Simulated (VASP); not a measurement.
# AlN (I-4m2) in VASP: further runs

The runs below take AlN through single point, with PBE.

Everything below comes from runs of VASP 6.6.1. Logs are shortened: lines on timing, memory, paths and dates and some standing lists are left out, and cuts for length are marked.

### Step 1. The cell of the first run

It takes space group I-4m2 (No. 119, tetragonal). Conventional cell: a = 3.090 Å, b = 3.090 Å, c = 4.413 Å, α = 90.00°, β = 90.00°, γ = 90.00°. Al (site symmetry -4m2) has 4 N at 1.90 Å within 2.5 Å. N (site symmetry -4m2) has 4 Al at 1.90 Å within 2.5 Å.

### Step 2. Single point, PBE (uniaxial z strain +1.0%)

The input, INCAR:

```
PREC = Accurate
ENCUT = 520
EDIFF = 1E-6
ISMEAR = 0
SIGMA = 0.01
LREAL = False
LASPH = True
NELM = 100
ALGO = Normal
ISIF = 2
LWAVE = False
LCHARG = False
GGA = PE
NBANDS = 11
```

The input, KPOINTS:

```
Automatic mesh
0
Gamma
  6 6 6
```

The input, POSCAR:

```
AlN
1.0
    0.0000000000      2.1848764125      2.2067251766
    2.1848764125      0.0000000000      2.2067251766
    2.1848764125      2.1848764125      0.0000000000
Al N
1 1
Direct
    0.0000000000      0.0000000000      0.0000000000
    0.2500000000      0.2500000000      0.2500000000
```

Potentials or basis: VASP PAW PBE potentials, release 64 (Al, N).

The run is started by

```bash
> cat potpaw_PBE.64/Al/POTCAR potpaw_PBE.64/N/POTCAR > POTCAR
> mpirun -np 1 vasp_std > vasp.out
```

OUTCAR:

```text
PREC = Accurate
   ENCUT = 520
   EDIFF = 1E-6
   ISMEAR = 0
   LREAL = False
   LASPH = True
   NELM = 100
   ISIF = 2
   GGA = PE

 ion  position               nearest neighbor table
   1  0.000  0.000  0.000-   2 1.90   2 1.90   2 1.90   2 1.90
   2  0.250  0.250  0.250-   1 1.90   1 1.90   1 1.90   1 1.90

  LATTYP: Found a body centered tetragonal cell.
 ALAT       =     3.0898818547
 C/A-ratio  =     1.4283556980

  Lattice vectors:

 A1 = (  -2.1848764125,   0.0000000000,   2.2067251766)
 A2 = (   2.1848764125,   0.0000000000,   2.2067251766)
 A3 = (   0.0000000000,   2.1848764125,  -2.2067251766)

Analysis of symmetry for initial positions (statically):
=====================================================================
 Subroutine PRICEL returns:
 Original cell was already a primitive cell.

 Routine SETGRP: Setting up the symmetry group for a
 body centered tetragonal supercell.

 Subroutine GETGRP returns: Found  8 space group operations
 (whereof  8 operations were pure point group operations)
 out of a pool of 16 trial point group operations.

The static configuration has the point symmetry D_2d.

Analysis of symmetry for dynamics (positions and initial velocities):
=====================================================================
 Subroutine PRICEL returns:
 Original cell was already a primitive cell.

 Routine SETGRP: Setting up the symmetry group for a
 body centered tetragonal supercell.

 Subroutine GETGRP returns: Found  8 space group operations
 (whereof  8 operations were pure point group operations)
 out of a pool of 16 trial point group operations.

The dynamic configuration has the point symmetry D_2d.

 Subroutine INISYM returns: Found  8 space group operations
 (whereof  8 operations are pure point group operations),
 and found     1 'primitive' translations

----------------------------------------------------------------------------------------

                                     Primitive cell

  volume of cell :      21.0684

  direct lattice vectors                    reciprocal lattice vectors
     0.000000000  2.184876412  2.206725177    -0.228845896  0.228845896  0.226580095
     2.184876412  0.000000000  2.206725177     0.228845896 -0.228845896  0.226580095
     2.184876412  2.184876412  0.000000000     0.228845896  0.228845896 -0.226580095

  length of vectors
     3.105369695  3.105369695  3.089881855     0.395068890  0.395068890  0.395068890

  position of ions in fractional coordinates (direct lattice)
     0.000000000  0.000000000  0.000000000
     0.250000000  0.250000000  0.250000000

  ion indices of the primitive-cell ions
   primitive index   ion index
                 1           1
                 2           2

----------------------------------------------------------------------------------------

 KPOINTS: Automatic mesh

Automatic generation of k-mesh.
 Grid dimensions read from file:
 generate k-points for:    6    6    6

 Generating k-lattice:

  Cartesian coordinates                     Fractional coordinates (reciprocal lattice)
    -0.038140983  0.038140983  0.037763349     0.166666667  0.000000000  0.000000000
     0.038140983 -0.038140983  0.037763349     0.000000000  0.166666667  0.000000000
     0.038140983  0.038140983 -0.037763349    -0.000000000 -0.000000000  0.166666667

  Length of vectors
     0.065844815  0.065844815  0.065844815

  Shift w.r.t. Gamma in fractional coordinates (k-lattice)
     0.000000000  0.000000000  0.000000000

 Subroutine IBZKPT returns following result:
 ===========================================

 Found     30 irreducible k-points:

 Following reciprocal coordinates:
            Coordinates               Weight
  0.000000  0.000000  0.000000      1.000000
  0.166667  0.000000  0.000000      8.000000
  0.333333  0.000000  0.000000      8.000000
  0.500000 -0.000000  0.000000      4.000000
  0.166667  0.166667  0.000000      2.000000
  0.333333  0.166667  0.000000      8.000000
[... 16 lines left out ...]
  0.333333  0.000000  0.333333      4.000000
  0.500000 -0.000000  0.333333     16.000000
 [... further k-points ...]
   k-points           NKPTS =     30   k-points in BZ     NKDIM =     30   number of bands    NBANDS=     11
   number of dos      NEDOS =    301   number of ions     NIONS =      2
   total plane-waves  NPLWV =  13824
   dimension x,y,z NGX =    24 NGY =   24 NGZ =   24
   dimension x,y,z NGXF=    48 NGYF=   48 NGZF=   48
   ions per type =               1   1
   NGX,Y,Z   is equivalent  to a cutoff of  12.85, 12.85, 12.91 a.u.
   NGXF,Y,Z  is equivalent  to a cutoff of  25.70, 25.70, 25.83 a.u.
 SYSTEM =  unknown system
   PREC   = accura    normal or accurate (medium, high low for compatibility)
   ISTART =      0    job   : 0-new  1-cont  2-samecut
   ICHARG =      2    charge: 1-file 2-atom 10-const
   ISPIN  =      1    spin polarized calculation?
   LNONCOLLINEAR =      F non collinear calculations
   LSORBIT =      F    spin-orbit coupling
   LASPH  =      T    aspherical Exc in radial PAW
   ENCUT  =  520.0 eV  38.22 Ry    6.18 a.u.   5.77  5.77  5.75*2*pi/ulx,y,z
   NELM   =    100;   NELMIN=  2; NELMDL= -5     # of ELM steps
   EDIFF  = 0.1E-05   stopping-criterion for ELM
   LREAL  =      F    real-space projection
[... 7 lines left out ...]
   TEBEG  =    0.0;   TEEND  =   0.0 temperature during run
   PSTRESS=    0.0 pullay stress
   NELECT =       8.0000    total number of electrons
   NUPDOWN=      -1.0000    fix difference up-down
   EMIN   =  10.00;   EMAX   =-10.00  energy-range for DOS
   EFERMI =   0.00;   METHOD = LEGACY
   ISMEAR =     0;   SIGMA  =   0.01  broadening in eV -4-tet -1-fermi 0-gaus
   EFERMI_NEDOS =   21; number of points for ismear=-14 and -15
   IALGO  =     38    algorithm
   IMIX   =      4    mixing-type and parameters
     AMIX     =   0.40;   BMIX     =  1.00
     AMIX_MAG =   1.60;   BMIX_MAG =  1.00
  volume/ion in A,a.u.               =      10.53        71.09
  Fermi-wavevector in a.u.,A,eV,Ry     =   1.185480  2.240232 19.121116  1.405362
  Thomas-Fermi vector in A             =   2.321673
   LORBIT       =      0    0 simple, 1 ext, 2 COOP (PROOUT), +10 PAW based schemes
   GGA     = PE    functional components
   LHFCALC =     F    Hartree Fock is set to
   AEXX    =    0.0000 exact exchange contribution
   IVDW    =     0    specifies the selected vdW correction
   LEPSILON=     F    determine dielectric tensor
   LRPA    =     F    only Hartree local field effects (RPA)
 non-spin polarized calculation
 Gauss-broadening in eV      SIGMA  =   0.01
  energy-cutoff  :      520.00
  volume of cell :       21.07
 maximum number of plane-waves:       588
   NGX = 11   NGY = 11   NGZ = 11

 number of electron       8.0000000 magnetization

 Free energy of the ion-electron system (eV)
  ---------------------------------------------------
  ext. energy  EPLUGINS =         0.00000000
  ---------------------------------------------------
  free energy    TOTEN  =       -14.84317414 eV

  energy without entropy =      -14.84317414  energy(sigma->0) =      -14.84317414

 E-fermi :   5.9325     XC(G=0): -10.8846

 val. band max:        5.8820450069   @ k =   0.0000   0.0000   0.0000
 cond. band min:       9.1631836578   @ k =   0.5000   0.0000   0.5000
 fundamental gap:      3.2811386509
 Fermi energy:         5.9325347329

 k-point     1 :       0.0000    0.0000    0.0000
  band No.  band energies     occupation
      1      -9.0491      2.00000
      2       5.8398      2.00000
      3       5.8820      2.00000
      4       5.8820      2.00000
      5       9.9638      0.00000
      6      18.3124      0.00000
      7      18.3124      0.00000
      8      18.3235      0.00000
      9      23.2979      0.00000
     10      23.6258      0.00000
     11      24.6043      0.00000

 k-point     2 :       0.1667    0.0000    0.0000
  band No.  band energies     occupation
      1      -8.6569      2.00000
      2       4.0204      2.00000
      3       5.7144      2.00000
      4       5.7576      2.00000
      5      11.3888      0.00000
      6      17.4029      0.00000
      7      18.4548      0.00000
      8      18.5161      0.00000
      9      21.5899      0.00000
     10      21.7498      0.00000
     11      23.4320      0.00000

 k-point     3 :       0.3333    0.0000    0.0000
  band No.  band energies     occupation
      1      -7.6856      2.00000
      2       1.3486      2.00000
      3       5.4623      2.00000
      4       5.5328      2.00000
      5      12.7776      0.00000
      6      16.1705      0.00000
      7      17.4391      0.00000
      8      17.6072      0.00000
      9      23.0446      0.00000
     10      23.2580      0.00000
     11      23.3314      0.00000

 k-point     4 :       0.5000   -0.0000    0.0000
  band No.  band energies     occupation
      1      -7.0333      2.00000
      2       0.0595      2.00000
      3       5.3476      2.00000
      4       5.4307      2.00000
      5      13.1403      0.00000
      6      15.6557      0.00000
      7      16.8570      0.00000
      8      17.0333      0.00000
      9      23.7018      0.00000
     10      25.7825      0.00000
     11      25.8531      0.00000

 k-point     5 :       0.1667    0.1667    0.0000
  band No.  band energies     occupation
      1      -8.5342      2.00000
      2       4.1237      2.00000
      3       5.3799      2.00000
      4       5.3799      2.00000
      5      11.6564      0.00000
      6      16.9396      0.00000
      7      18.2659      0.00000
      8      19.0599      0.00000
      9      19.0599      0.00000
     10      24.4470      0.00000
     11      26.5835      0.00000

 k-point     6 :       0.3333    0.1667    0.0000
  band No.  band energies     occupation
      1      -7.7549      2.00000
      2       2.2157      2.00000
      3       4.9192      2.00000
      4       5.0490      2.00000
      5      12.4184      0.00000
      6      16.0331      0.00000
      7      16.9913      0.00000
      8      19.0298      0.00000
      9      20.6085      0.00000
     10      25.0730      0.00000
     11      25.9366      0.00000

 k-point     7 :       0.5000    0.1667    0.0000
  band No.  band energies     occupation
      1      -6.9179      2.00000
      2       0.6137      2.00000
      3       4.2616      2.00000
      4       5.0609      2.00000
      5      13.0254      0.00000
      6      14.9188      0.00000
      7      17.8155      0.00000
      8      18.1405      0.00000
      9      22.5607      0.00000
     10      26.0475      0.00000
     11      26.2794      0.00000

 k-point     8 :      -0.3333    0.1667    0.0000
  band No.  band energies     occupation
      1      -7.1271      2.00000
      2       0.9859      2.00000
      3       4.0145      2.00000
      4       5.4007      2.00000
      5      13.7969      0.00000
      6      14.6799      0.00000
      7      17.5700      0.00000
      8      17.9078      0.00000
      9      22.6879      0.00000
     10      24.4556      0.00000
     11      26.2463      0.00000
[... 141 lines left out ...]
 k-point    19 :       0.5000    0.3333    0.1667
  band No.  band energies     occupation
      1      -7.0097      2.00000
      2       1.5736      2.00000
      3       3.6052      2.00000
      4       4.6418      2.00000
      5      12.2768      0.00000
      6      16.2276      0.00000
      7      16.6990      0.00000
      8      19.2347      0.00000
      9      21.5323      0.00000
     10      25.6616      0.00000
     11      28.8080      0.00000

 k-point    20 :      -0.3333    0.3333    0.1667
  band No.  band energies     occupation
      1      -6.5474      2.00000
      2       1.2737      2.00000
      3       2.9461      2.00000
      4       4.2367      2.00000
      5      12.3534      0.00000
      6      15.8846      0.00000
      7      17.8018      0.00000
      8      18.8784      0.00000
      9      22.5797      0.00000
     10      24.3391      0.00000
     11      29.6670      0.00000

 k-point    21 :      -0.1667    0.3333    0.1667
  band No.  band energies     occupation
      1      -6.9889      2.00000
      2       1.5728      2.00000
      3       3.5298      2.00000
      4       4.6811      2.00000
      5      12.2756      0.00000
      6      16.2795      0.00000
      7      16.6015      0.00000
      8      19.3283      0.00000
      9      21.4054      0.00000
     10      25.7406      0.00000
     11      28.7451      0.00000

 k-point    22 :      -0.3333    0.5000    0.1667
  band No.  band energies     occupation
      1      -6.3842      2.00000
      2       1.5255      2.00000
      3       3.1557      2.00000
      4       3.4067      2.00000
      5      11.1435      0.00000
      6      16.2028      0.00000
      7      18.6448      0.00000
      8      18.7914      0.00000
      9      22.3524      0.00000
     10      25.9442      0.00000
     11      30.2207      0.00000

 k-point    23 :       0.3333    0.0000    0.3333
  band No.  band energies     occupation
      1      -7.2398      2.00000
      2       2.0140      2.00000
      3       4.4557      2.00000
      4       4.4659      2.00000
      5      10.6589      0.00000
      6      15.1253      0.00000
      7      18.1286      0.00000
      8      20.3938      0.00000
      9      20.6567      0.00000
     10      26.6866      0.00000
     11      29.5717      0.00000

 k-point    24 :       0.5000   -0.0000    0.3333
  band No.  band energies     occupation
      1      -6.5925      2.00000
      2       1.3673      2.00000
      3       3.3539      2.00000
      4       4.3555      2.00000
      5      10.5161      0.00000
      6      15.3767      0.00000
      7      18.6255      0.00000
      8      20.2958      0.00000
      9      21.0926      0.00000
     10      27.2982      0.00000
     11      29.6966      0.00000

 [... further k-points ...]
[... 5 lines left out ...]
  --------------------------------------------------------------------------------------
  -------------------------------------------------------------------------------------
  Total        0.3565219      0.3565219      0.1776418      0.0000000      0.0000000     -0.0000000
  in kB       27.1122049     27.1122049     13.5090177      0.0000000      0.0000000     -0.0000000
  external PRESSURE =      22.5778092 kB  Pullay stress =       0.0000000 kB

 VOLUME and BASIS-vectors are now :
 -----------------------------------------------------------------------------
  energy-cutoff  :      520.00
  volume of cell :       21.07
      direct lattice vectors                 reciprocal lattice vectors
     0.000000000  2.184876412  2.206725177    -0.228845896  0.228845896  0.226580095
     2.184876412  0.000000000  2.206725177     0.228845896 -0.228845896  0.226580095
     2.184876412  2.184876412  0.000000000     0.228845896  0.228845896 -0.226580095

 POSITION                                       TOTAL-FORCE (eV/Angst)
 -----------------------------------------------------------------------------------
      0.00000      0.00000      0.00000         0.000000      0.000000     -0.000000
      1.09244      1.09244      1.10336        -0.000000     -0.000000      0.000000
 -----------------------------------------------------------------------------------
    total drift:                                0.000000      0.000000      0.000000

  FREE ENERGIE OF THE ION-ELECTRON SYSTEM (eV)
  ---------------------------------------------------
  free  energy   TOTEN  =       -14.8431741366 eV

  energy  without entropy=      -14.8431741366  energy(sigma->0) =      -14.84317414
```

It took 6.3 s on 1 thread of AMD EPYC 7R43 (Zen 3), shared host; peak memory 0.1 GiB.

Results:

```yaml
Free_energy: -14.8432 eV
Pressure: 2.3 GPa
Band_gap_on_the_k_mesh: 3.28 eV, indirect (least direct gap 4.08 eV)
```

Caveat: the cell differs from its parent crystal (uniaxial z strain +1.0%).

### Step 3. Single point, PBE (uniaxial z strain +2.0%)

The input, INCAR:

```
SYSTEM = AlN
PREC = Accurate
ENCUT = 520
EDIFF = 1E-7
ISMEAR = 0
SIGMA = 0.01
LREAL = .FALSE.
LASPH = .TRUE.
NELM = 80
ALGO = Normal
ISIF = 2
LWAVE = .FALSE.
LCHARG = .FALSE.
GGA = PE
NBANDS = 11
```

The input, KPOINTS:

```
Automatic mesh
0
G
  6 6 6
  0 0 0
```

The input, POSCAR:

```
AlN
1.0
    0.0000000000      2.1848764125      2.2285739407
    2.1848764125      0.0000000000      2.2285739407
    2.1848764125      2.1848764125      0.0000000000
Al N
1 1
Direct
    0.0000000000      0.0000000000      0.0000000000
    0.2500000000      0.2500000000      0.2500000000
```

Potentials or basis: VASP PAW PBE potentials, release 64 (Al, N).

The run is started by

```bash
> cat potpaw_PBE.64/Al/POTCAR potpaw_PBE.64/N/POTCAR > POTCAR
> mpirun -np 1 vasp_std > vasp.out
```

Run time: 7.2 s. Hardware: 1 thread of AMD EPYC 7R43 (Zen 3), shared host; peak memory 0.1 GiB.

Results (log left out):

```yaml
Free_energy: -14.8431 eV
Pressure: 0.3 GPa
Band_gap_on_the_k_mesh: 3.25 eV, indirect (least direct gap 3.98 eV)
```

Stress tensor (GPa, compression positive):
```
 1.23  0.00  0.00
 0.00  1.23  0.00
 0.00  0.00 -1.58
```

Levels at points of the mesh, in eV from the valence-band top:
| k point | band 1 | band 2 | band 3 | band 4 | band 5 | band 6 | band 7 | band 8 | band 9 |
| --- | --- | --- | --- | --- | --- | --- | --- | --- | --- |
| (0.00, 0.00, 0.00) | -14.89 | -0.09 | 0.00 | 0.00 | 3.98 | 12.32 | 12.32 | 12.34 | 17.15 |
| (0.50, 0.00, 0.00) | -12.90 | -5.80 | -0.59 | -0.42 | 7.14 | 9.69 | 10.83 | 11.16 | 17.66 |
| (0.50, 0.50, 0.00) | -12.34 | -4.99 | -1.67 | -1.67 | 3.34 | 8.66 | 13.41 | 15.55 | 15.55 |
| (0.50, 0.00, 0.50) | -12.26 | -4.81 | -1.84 | -1.83 | 3.25 | 8.35 | 13.76 | 15.10 | 15.68 |

Caveat: the cell differs from its parent crystal (uniaxial z strain +2.0%).

### Step 4. Single point, PBE (uniaxial z strain +3.0%)

The input, INCAR:

```
SYSTEM = AlN
PREC     = Accurate       ! precision mode
ENCUT    = 520            ! plane-wave cutoff, eV
EDIFF    = 1E-7           ! SCF threshold, eV
ISMEAR   = 0              ! smearing method
SIGMA    = 0.01           ! smearing width, eV
LREAL    = .False.        ! projectors in reciprocal space
LASPH    = .True.         ! aspherical terms in the spheres
NELM     = 60             ! most SCF steps
ALGO     = Normal         ! electronic algorithm
ISIF     = 2              ! what is computed and relaxed
LWAVE    = .False.        ! write WAVECAR
LCHARG   = .False.        ! write CHGCAR
GGA      = PE             ! functional
NBANDS   = 11             ! bands
```

The input, KPOINTS:

```
regular mesh
0
Gamma
  6 6 6
  0 0 0
```

The input, POSCAR:

```
AlN
1.0
    0.0000000000      2.1848764125      2.2504227048
    2.1848764125      0.0000000000      2.2504227048
    2.1848764125      2.1848764125      0.0000000000
Al N
1 1
Direct
    0.0000000000      0.0000000000      0.0000000000
    0.2500000000      0.2500000000      0.2500000000
```

The run is started by

```bash
> cat potpaw_PBE.64/Al/POTCAR potpaw_PBE.64/N/POTCAR > POTCAR
> mpirun -np 1 vasp_std > vasp.out
```

It took 7.4 s on 1 thread of AMD EPYC 7R43 (Zen 3), shared host; peak memory 0.1 GiB.

It converged, with:

```yaml
Free_energy: -14.8392 eV
Pressure: -1.6 GPa
Band_gap_on_the_k_mesh: 3.22 eV, indirect (least direct gap 3.88 eV)
```

Stress tensor (GPa, compression positive):
```
-0.16  0.00  0.00
 0.00 -0.16  0.00
 0.00  0.00 -4.51
```

Levels at points of the mesh, in eV from the valence-band top:
```
           k point  band 1  band 2  band 3  band 4  band 5  band 6  band 7  band 8  band 9
(0.00, 0.00, 0.00)  -14.85   -0.13    0.00    0.00    3.88   12.20   12.20   12.23   16.87
(0.50, 0.00, 0.00)  -12.89   -5.77   -0.65   -0.40    7.02    9.61   10.69   11.17   17.50
(0.50, 0.50, 0.00)  -12.37   -5.04   -1.63   -1.63    3.35    8.68   13.16   15.46   15.46
(0.50, 0.00, 0.50)  -12.24   -4.76   -1.87   -1.86    3.22    8.23   13.66   14.80   15.66
```

Caveat: the cell differs from its parent crystal (uniaxial z strain +3.0%). A k mesh can miss the band edges.

(Continued in part 2 of 2.)
